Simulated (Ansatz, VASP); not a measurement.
CdI2 in VASP and in Ansatz

```
Cd I
1.0
     4.15736    0.00000    0.00000
    -2.07868    3.60038    0.00000
     0.00000    0.00000    6.71898
Cd I
1 2
Direct
  0.00000 0.00000 0.00000
  0.33333 0.66667 0.24920
  0.66667 0.33333 0.75080
```

Change from the starting cell: volume scaled by 0.94.

Alike in both runs: task single point; functional PBEsol; k mesh 8 × 8 × 5; occupations fermi-dirac, width 0.03 eV; no spin polarisation.

|  | VASP | Ansatz |
| --- | --- | --- |
| version | VASP 6.6.1 | Ansatz 0.2.0 |
| potentials or method | VASP PAW PBE potentials, release 64 (Cd, I), cutoff 500 eV | all-electron LAPW, scalar-relativistic |

|  | VASP | Ansatz | Ansatz less VASP |
| --- | --- | --- | --- |
| gap on the k mesh at the Fermi level (eV) | 2.33 | 2.34 | +0.011 |
| pressure (GPa) | 2.2 | 2.0 | -0.16 |
| traceless stress, the component that is largest in VASP (GPa) | 0.06 | 0.07 | +0.013 |
| rms of the force components (eV/Å) | 0.145 | 0.131 | -0.0144 |

VASP's potentials were made for PBE, not for PBEsol. Atom by atom the forces differ by 0.014 eV/Å (rms over components). Ansatz ran all-electron here, and VASP with PAW potentials.

Spin-orbit coupling is off throughout.
